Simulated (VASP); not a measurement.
## Mg: single point with PBE

Mg:

```
Mg
1.0
    -1.87080    1.87080    1.61048
     1.87080   -1.87080    1.61048
     1.87080    1.87080   -1.61048
Mg
1
Direct
  0.00000 0.00000 0.00000
```

This cell differs from its parent crystal: strained.

```json
{
 "Program": "VASP 6.6.1",
 "Task": "single point",
 "Functional": "PBE",
 "Potentials or basis": "VASP PAW PBE potentials, release 64 (Mg)",
 "Cutoff": "520 eV",
 "k mesh": "16 × 16 × 16",
 "Occupations": "gaussian, width 0.1 eV",
 "Spin": "no spin polarisation",
 "Dipole correction": "no",
 "Further INCAR settings": "ALGO = Normal; EDIFF = 1e-07; NBANDS = 7"
}
```

* Pressure: 0.9 GPa
* Band gap on the k mesh: zero (bands 1 and 2 overlap by 4.60 eV)

Stress tensor (GPa, compression positive):
```
0.44 0.00 0.00
0.00 0.44 0.00
0.00 0.00 1.68
```

Levels at points of the mesh, in eV from the Fermi level:
```tsv
k point	band 1	band 2	band 3	band 4	band 5
(0.00, 0.00, 0.00)	-7.04	11.24	13.51	13.56	13.56
(0.50, 0.00, 0.00)	-1.25	-0.49	7.92	8.78	9.46
(0.50, 0.50, 0.00)	-1.94	-1.62	10.73	11.44	12.38
(0.50, 0.50, 0.50)	2.79	2.79	3.31	3.95	6.52
```

It took 48 s on 1 thread of Intel Xeon 8259CL (shared host), peak memory 0.18 GiB.

Caveat: the cell differs from its parent crystal (strained).
